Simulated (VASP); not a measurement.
# Sn (Fm-3m) in VASP: a series of runs, part 2 of 2

VASP 6.6.1.

## (4) Single point, revPBE (volume scaled by 1.08)

The input, INCAR:

```
PREC = Accurate
ENCUT = 520
EDIFF = 1E-6
ISMEAR = -1
SIGMA = 0.1
LREAL = F
LASPH = T
NELM = 80
ALGO = Normal
ISIF = 2
LWAVE = F
LCHARG = F
GGA = RE
NBANDS = 13
```

The input, KPOINTS:

```
regular mesh
0
Gamma
  13 13 13
```

The input, POSCAR:

```
Sn
1.0
    0.0000000000      2.4921339022      2.4921339022
    2.4921339022      0.0000000000      2.4921339022
    2.4921339022      2.4921339022      0.0000000000
Sn
1
Direct
    0.0000000000      0.0000000000      0.0000000000
```

Potentials or basis: VASP PAW PBE potentials, release 64 (Sn_d).

The run is started by

```console
cat potpaw_PBE.64/Sn_d/POTCAR > POTCAR
mpirun -np 1 vasp_std > vasp.out
```

OUTCAR:

```text
PREC = Accurate
   ENCUT = 520
   EDIFF = 1E-6
   ISMEAR = -1
   LREAL = F
   LASPH = T
   NELM = 80
   ISIF = 2
   GGA = RE

 ion  position               nearest neighbor table
   1  0.000  0.000  0.000-

  LATTYP: Found a face centered cubic cell.
 ALAT       =     4.9842678044

  Lattice vectors:

 A1 = (   0.0000000000,   2.4921339022,   2.4921339022)
 A2 = (   2.4921339022,   0.0000000000,   2.4921339022)
 A3 = (   2.4921339022,   2.4921339022,   0.0000000000)

Analysis of symmetry for initial positions (statically):
=====================================================================
 Subroutine PRICEL returns:
 Original cell was already a primitive cell.

 Routine SETGRP: Setting up the symmetry group for a
 face centered cubic supercell.

 Subroutine GETGRP returns: Found 48 space group operations
 (whereof 48 operations were pure point group operations)
 out of a pool of 48 trial point group operations.

The static configuration has the point symmetry O_h .

Analysis of symmetry for dynamics (positions and initial velocities):
=====================================================================
 Subroutine PRICEL returns:
[... 168 lines left out ...]
      6      -3.4970      2.00000
      7      13.4503      0.00000
      8      13.4504      0.00000
      9      13.4504      0.00000
     10      17.1416      0.00000
     11      17.7918      0.00000
     12      17.7918      0.00000
     13      17.7918      0.00000
[... 354 lines left out ...]
  band No.  band energies     occupation
      1     -14.8388      2.00000
      2     -14.8135      2.00000
      3     -14.8058      2.00000
      4     -14.7574      2.00000
      5     -14.7317      2.00000
      6      -0.1990      2.00000
      7       4.1339      2.00000
      8       9.7196      0.00000
      9      10.6720      0.00000
     10      14.0505      0.00000
     11      18.2635      0.00000
     12      18.8275      0.00000
     13      20.3276      0.00000

 [... further k-points ...]

------------------------ aborting loop because EDIFF is reached ----------------------------------------

  FORCE on cell =-STRESS in cart. coord.  units (eV):
  Direction    XX          YY          ZZ          XY          YZ          ZX
  --------------------------------------------------------------------------------------
  -------------------------------------------------------------------------------------
  Total       -0.5448153     -0.5448153     -0.5448153     -0.0000000      0.0000000      0.0000000
  in kB      -28.1978351    -28.1978351    -28.1978351     -0.0000000      0.0000000      0.0000000
  external PRESSURE =     -28.1978351 kB  Pullay stress =       0.0000000 kB

 VOLUME and BASIS-vectors are now :
 -----------------------------------------------------------------------------
  energy-cutoff  :      520.00
  volume of cell :       30.96
      direct lattice vectors                 reciprocal lattice vectors
     0.000000000  2.492133902  2.492133902    -0.200631274  0.200631274  0.200631274
     2.492133902  0.000000000  2.492133902     0.200631274 -0.200631274  0.200631274
     2.492133902  2.492133902  0.000000000     0.200631274  0.200631274 -0.200631274

 POSITION                                       TOTAL-FORCE (eV/Angst)
 -----------------------------------------------------------------------------------
      0.00000      0.00000      0.00000        -0.000000      0.000000     -0.000000
 -----------------------------------------------------------------------------------
    total drift:                               -0.000000     -0.000000     -0.000000

  FREE ENERGIE OF THE ION-ELECTRON SYSTEM (eV)
  ---------------------------------------------------
  free  energy   TOTEN  =        -3.4662200257 eV

  energy  without entropy=       -3.4477211768  energy(sigma->0) =       -3.45697060
```

Run time: 12 s. Hardware: 1 thread of Intel Xeon 6975P-C (Granite Rapids), shared host; peak memory 0.17 GiB.

What came out:

```
Free energy            : -3.4662 eV
Pressure               : -2.8 GPa
Band gap on the k mesh : zero (band 7 reaches 13.45 eV, above the bottom of band 8 at 5.07 eV)
```

Caveat: the cell differs from its parent crystal (volume scaled by 1.08); the PAW data sets were made with another functional, which shifts forces and pressure a little; spin-orbit coupling is left out, which moves the levels of the heavy elements.

## (5) Single point, revPBE (volume scaled by 1.12)

The input, INCAR:

```
SYSTEM = Sn
ALGO = Normal ; EDIFF = 1E-6
ENCUT = 520 ; GGA = RE
ISIF = 2 ; ISMEAR = -1
LASPH = .True. ; LCHARG = .False.
LREAL = .False. ; LWAVE = .False.
NBANDS = 13 ; NELM = 60
PREC = Accurate ; SIGMA = 0.1
```

The input, KPOINTS:

```
k-points
0
Gamma
  13 13 13
  0 0 0
```

The input, POSCAR:

```
Sn
1.0
    0.0000000000      2.5225287746      2.5225287746
    2.5225287746      0.0000000000      2.5225287746
    2.5225287746      2.5225287746      0.0000000000
Sn
1
Direct
    0.0000000000      0.0000000000      0.0000000000
```

The run is started by

```console
cat potpaw_PBE.64/Sn_d/POTCAR > POTCAR
mpirun -np 1 vasp_std > vasp.out
```

Run time: 13 s. Hardware: 1 thread of Intel Xeon 6975P-C (Granite Rapids), shared host; peak memory 0.17 GiB.

It converged, with:

```yaml
Free_energy: -3.4426 eV
Pressure: -3.8 GPa
Band_gap_on_the_k_mesh: zero (band 7 reaches 12.80 eV, above the bottom of band 8 at 4.76 eV)
```

Levels at points of the mesh, in eV from the Fermi level:
```
           k point  band 5  band 6  band 7  band 8  band 9  band 10
(0.00, 0.00, 0.00)  -21.58  -10.06    6.39    6.39    6.39    10.29
```

Caveat: the cell differs from its parent crystal (volume scaled by 1.12); the PAW data sets were made with another functional, which shifts forces and pressure a little; spin-orbit coupling is left out, which moves the levels of the heavy elements.

## (6) Relaxation of cell and atoms, revPBE

This run uses another cell than the first one, of 28.03 Å³/atom, 0.978 times its volume.

The input, INCAR:

```
SYSTEM = Sn
  ALGO = Normal
  EDIFF = 1E-6
  EDIFFG = -0.01
  ENCUT = 600
  GGA = RE
  IBRION = 2
  ISIF = 3
  ISMEAR = -1
  LASPH = .True.
  LCHARG = .False.
  LREAL = .False.
  LWAVE = .False.
  NELM = 100
  NSW = 80
  PREC = Accurate
  SIGMA = 0.1
```

The input, KPOINTS:

```
k-points
0
Gamma
  11 11 11
  0 0 0
```

The input, POSCAR:

```
Sn
1.0
    0.0000000000      2.4111428816      2.4111428816
    2.4111428816      0.0000000000      2.4111428816
    2.4111428816      2.4111428816      0.0000000000
Sn
1
Direct
    0.0000000000      0.0000000000      0.0000000000
```

Potentials or basis: VASP PAW PBE potentials, release 64 (Sn_d).

The run is started by

```console
cat potpaw_PBE.64/Sn_d/POTCAR > POTCAR
mpirun -np 1 vasp_std > vasp.out
```

Run time: 16 s. Hardware: 1 thread of Intel Xeon 6975P-C (Granite Rapids), shared host; peak memory 0.17 GiB.

The run converged. Its results:

```
Free energy                            : -3.4942 eV
Relaxed volume                         : 28.64 Å³/atom
Relaxed cell                           : a = 3.434 Å, b = 3.434 Å, c = 3.434 Å, α = 60.00°, β = 60.00°, γ = 60.00°
Space group after relaxing (to 0.05 Å) : Fm-3m (No. 225)
Energy gained by relaxing              : 1.8 meV/atom
Ionic steps                            : 3
Pressure after relaxing                : 0.0 GPa
Band gap on the k mesh                 : zero (band 7 reaches 14.92 eV, above the bottom of band 8 at 5.89 eV)
```

The path:
| step | energy change (eV) | largest force (eV/Å) | pressure (GPa) | volume (Å³) |
| --- | --- | --- | --- | --- |
| 1 | 0.0000 | 0.0000 | 0.99 | 28.03 |
| 2 | -0.0017 | 0.0000 | -0.14 | 28.75 |
| 3 | -0.0018 | 0.0000 | 0.04 | 28.64 |

Final structure:
```
CELL_PARAMETERS angstrom
0.00000 2.42839 2.42839
2.42839 0.00000 2.42839
2.42839 2.42839 0.00000
ATOMIC_POSITIONS crystal
Sn 0.00000 0.00000 0.00000
```

Levels at points of the mesh, in eV from the Fermi level:
```tsv
k point	band 4	band 5	band 6	band 7	band 8	band 9	band 10	band 11
(0.00, 0.00, 0.00)	-21.52	-21.52	-10.75	7.32	7.32	7.32	10.51	11.50
```

Caveat: the PAW data sets were made with another functional, which shifts forces and pressure a little; spin-orbit coupling is left out, which moves the levels of the heavy elements.

## (7) Single point, revPBE

The input, INCAR:

```
SYSTEM = Sn
PREC     = Accurate       ! precision mode
ENCUT    = 520            ! plane-wave cutoff, eV
EDIFF    = 1E-6           ! SCF threshold, eV
ISMEAR   = -1             ! smearing method
SIGMA    = 0.1            ! smearing width, eV
LREAL    = .False.        ! projectors in reciprocal space
LASPH    = .True.         ! aspherical terms in the spheres
NELM     = 60             ! most SCF steps
ALGO     = Normal         ! electronic algorithm
ISIF     = 2              ! what is computed and relaxed
LWAVE    = .False.        ! write WAVECAR
LCHARG   = .True.         ! write CHGCAR
GGA      = RE             ! functional
LELF     = .True.         ! ELF
LVHAR    = .True.       
NBANDS   = 13             ! bands
```

The input, KPOINTS:

```
regular mesh
0
Gamma
  18 18 18
  0 0 0
```

The input, POSCAR:

```
Sn
1.0
    0.0000000000      2.4290145786      2.4290145786
    2.4290145786      0.0000000000      2.4290145786
    2.4290145786      2.4290145786      0.0000000000
Sn
1
Direct
    0.0000000000      0.0000000000      0.0000000000
```

Potentials or basis: VASP PAW PBE potentials, release 64 (Sn_d).

The run is started by

```console
cat potpaw_PBE.64/Sn_d/POTCAR > POTCAR
mpirun -np 1 vasp_std > vasp.out
```

OUTCAR:

```text
SYSTEM = Sn
   PREC = Accurate
   ENCUT = 520
   EDIFF = 1E-6
   ISMEAR = -1
   LREAL = .False.
   LASPH = .True.
   NELM = 60
   ISIF = 2
   GGA = RE

 ion  position               nearest neighbor table
   1  0.000  0.000  0.000-

  LATTYP: Found a face centered cubic cell.
 ALAT       =     4.8580291572

  Lattice vectors:

 A1 = (   0.0000000000,   2.4290145786,   2.4290145786)
 A2 = (   2.4290145786,   0.0000000000,   2.4290145786)
[... 563 lines left out ...]
     13      21.0410      0.00000

 [... further k-points ...]

------------------------ aborting loop because EDIFF is reached ----------------------------------------

  FORCE on cell =-STRESS in cart. coord.  units (eV):
  Direction    XX          YY          ZZ          XY          YZ          ZX
  --------------------------------------------------------------------------------------
  -------------------------------------------------------------------------------------
  Total       -0.0114357     -0.0114357     -0.0114357     -0.0000000     -0.0000000      0.0000000
  in kB       -0.6392213     -0.6392213     -0.6392213     -0.0000000     -0.0000000      0.0000000
  external PRESSURE =      -0.6392213 kB  Pullay stress =       0.0000000 kB

 VOLUME and BASIS-vectors are now :
 -----------------------------------------------------------------------------
  energy-cutoff  :      520.00
  volume of cell :       28.66
      direct lattice vectors                 reciprocal lattice vectors
     0.000000000  2.429014579  2.429014579    -0.205844792  0.205844792  0.205844792
     2.429014579  0.000000000  2.429014579     0.205844792 -0.205844792  0.205844792
     2.429014579  2.429014579  0.000000000     0.205844792  0.205844792 -0.205844792

 POSITION                                       TOTAL-FORCE (eV/Angst)
 -----------------------------------------------------------------------------------
      0.00000      0.00000      0.00000         0.000000      0.000000     -0.000000
 -----------------------------------------------------------------------------------
    total drift:                               -0.000000     -0.000000     -0.000000

  FREE ENERGIE OF THE ION-ELECTRON SYSTEM (eV)
  ---------------------------------------------------
  free  energy   TOTEN  =        -3.4891912202 eV

  energy  without entropy=       -3.4697829614  energy(sigma->0) =       -3.47948709
```

Run time: 30 s. Hardware: 1 thread of Intel Xeon 6975P-C (Granite Rapids), shared host; peak memory 0.2 GiB.

What came out:

| Property | Result |
| --- | --- |
| Free energy | -3.4892 eV |
| Pressure | -0.1 GPa |
| Band gap on the k mesh | zero (band 7 reaches 14.91 eV, above the bottom of band 8 at 5.79 eV) |

Caveat: the PAW data sets were made with another functional, which shifts forces and pressure a little; spin-orbit coupling is left out, which moves the levels of the heavy elements.

## (8) Overview

```tsv
task	cell	k mesh	cutoff (eV)	gap on the mesh (eV)	pressure (GPa)
single point	a = 3.435 Å, angles 60.0°, 1 atom	13 × 13 × 13	520	none	0.0
single point	a = 3.480 Å, angles 60.0°, 1 atom	13 × 13 × 13	520	none	-1.6
single point	a = 3.524 Å, angles 60.0°, 1 atom	13 × 13 × 13	520	none	-2.8
single point	a = 3.567 Å, angles 60.0°, 1 atom	13 × 13 × 13	520	none	-3.8
relaxation of cell and atoms	relaxed from a = 3.410 Å, angles 60.0°, 1 atom	11 × 11 × 11	600	none	0.0
single point	a = 3.435 Å, angles 60.0°, 1 atom	18 × 18 × 18	520	none	-0.1
```

Alike in all rows: level revPBE; potentials or basis VASP PAW PBE potentials, release 64 (Sn_d); no spin polarisation; smearing fermi-dirac 0.1 eV.

Caveats: the PAW data sets were made with another functional, which shifts forces and pressure a little; spin-orbit coupling is left out, which moves the levels of the heavy elements.

Total energies depend on the potentials used, so only differences within one code and one set of settings carry meaning.
